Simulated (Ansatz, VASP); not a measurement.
# NaCl in VASP and in Ansatz

```
Na Cl
1.0
     0.00000    2.71853    2.71853
     2.71853    0.00000    2.71853
     2.71853    2.71853    0.00000
Na Cl
1 1
Direct
  0.00000 0.00000 0.00000
  0.50000 0.50000 0.50000
```

Alike in both runs: task single point; functional LDA; k mesh 8 × 8 × 8; no spin polarisation.

|  | VASP | Ansatz |
| --- | --- | --- |
| version | VASP 6.6.1 | Ansatz 0.2.0 |
| potentials or method | VASP PAW LDA potentials, release 64 (Na_pv, Cl), cutoff 520 eV | all-electron LAPW, scalar-relativistic |
| occupations | gaussian, width 0.01 eV | fixed |

|  | VASP | Ansatz | Ansatz less VASP |
| --- | --- | --- | --- |
| gap on the k mesh at the Fermi level (eV) | 5.15 | 5.14 | -0.006 |
| pressure (GPa) | 0.5 | 0.5 | 0.00 |

LDA's correlation is that of Perdew and Zunger in VASP and of Perdew and Wang (1992) in Ansatz. Ansatz ran all-electron here, and VASP with PAW potentials.
